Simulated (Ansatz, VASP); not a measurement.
# One calculation of K, two programs

File INCAR:

```
ALGO = Fast
EDIFF = 1E-6
ENCUT = 520
GGA = PS
ISIF = 2
ISMEAR = 0
LASPH = True
LCHARG = False
LREAL = False
LWAVE = False
NBANDS = 10
NELM = 60
PREC = Accurate
SIGMA = 0.15
```

The input KPOINTS:

```
k-points
0
Gamma
  14 14 14
```

File POSCAR:

```
K
1.0
   -2.4871000000      2.4871000000      2.6834500000
    2.4871000000     -2.4871000000      2.6834500000
    2.4871000000      2.4871000000     -2.6834500000
K
1
Direct
    0.0000000000      0.0000000000      0.0000000000
```

Input for Ansatz:

```yaml
crystal:
  lattice:
    - [-2.4871, 2.4871, 2.68345]
    - [2.4871, -2.4871, 2.68345]
    - [2.4871, 2.4871, -2.68345]
  atoms:
    - { symbol: K, position: [0.0, 0.0, 0.0] }
basis:
  ecutwfc: 420
kpoints:
  mp_grid: { grid: [14, 14, 14] }
hamiltonian:
  xc: pbesol
scf:
  occupations: { method: gaussian, width: 0.15 }
output:
  forces: true
  stress: true
  eigenvalues: true
```

Change from the starting cell: strain -0.050 along x and y, +0.025 along z, atoms carried along.

Alike in both runs: task single point; functional PBEsol; k mesh 14 × 14 × 14; occupations gaussian, width 0.15 eV; no spin polarisation.

```csv
,VASP,Ansatz
version,VASP 6.6.1,Ansatz 0.2.0
potentials or method,"VASP PAW PBE potentials, release 64 (K_sv), cutoff 520 eV","scalar-relativistic, plane waves, PAW"
valence electrons in the cell,9,9
```

|  | VASP | Ansatz | Ansatz less VASP |
| --- | --- | --- | --- |
| gap on the k mesh at the Fermi level (eV) | none | none | - |
| pressure (GPa) | 0.3 | 0.3 | +0.01 |

VASP's potentials were made for PBE, not for PBEsol. A gap of «none» marks a metal or a gap that the smearing closes.
